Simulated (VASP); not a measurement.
Write the native input for VASP 6.6.1 that does the following.

* Task: single point
* Functional: LDA
* Potentials or basis: VASP PAW LDA potentials, release 64 (Sn_d, O)
* Cutoff: 520 eV
* k mesh: 6 × 4 × 4
* Occupations: gaussian, width 0.01 eV
* Spin: no spin polarisation
* Dipole correction: no
* Further INCAR settings: ALGO = Normal; EDIFF = 1e-06; NBANDS = 28

The structure of SnO lies in POSCAR:

```
SnO
1.0
    3.2916906386      0.0000000000      0.0000000000
    0.0000000000      5.6891883292      0.0000000000
    0.0000000000      0.0000000000      3.7062080912
Sn O
2 2
Direct
    0.0000000000      0.2353038213      0.5350132339
    0.5000000000      0.7646961787      0.0350132339
    0.0000000000      0.8820031647      0.7149867661
    0.5000000000      0.1179968353      0.2149867661
```

One way to write it, as run:

INCAR

```
  ALGO = Normal
  EDIFF = 1E-6
  ENCUT = 520
  GGA = CA
  ISIF = 2
  ISMEAR = 0
  LASPH = True
  LCHARG = False
  LREAL = False
  LWAVE = False
  NBANDS = 28
  NELM = 100
  PREC = Accurate
  SIGMA = 0.01
```

KPOINTS

```
k-points
0
Gamma
  6 4 4
```

Potentials or basis: VASP PAW LDA potentials, release 64 (Sn_d, O).

The run is started by

```sh
$ cat potpaw_LDA.64/Sn_d/POTCAR potpaw_LDA.64/O/POTCAR > POTCAR
$ mpirun -np 1 vasp_std > vasp.out
```

Results of the run:

```yaml
Pressure: 0.4 GPa
Largest_force: 0.116 eV/Å
Band_gap_on_the_k_mesh: 1.38 eV (least direct gap 2.08 eV)
```

Caveat: the k points lie up to 0.42 Å⁻¹ apart; spin-orbit coupling is left out, which moves the levels of the heavy elements.

It took 54 s on 1 thread of Intel(R) Xeon(R) Platinum 8375C CPU @ 2.90GHz (Ice Lake) (shared host), peak memory 0.19 GiB.
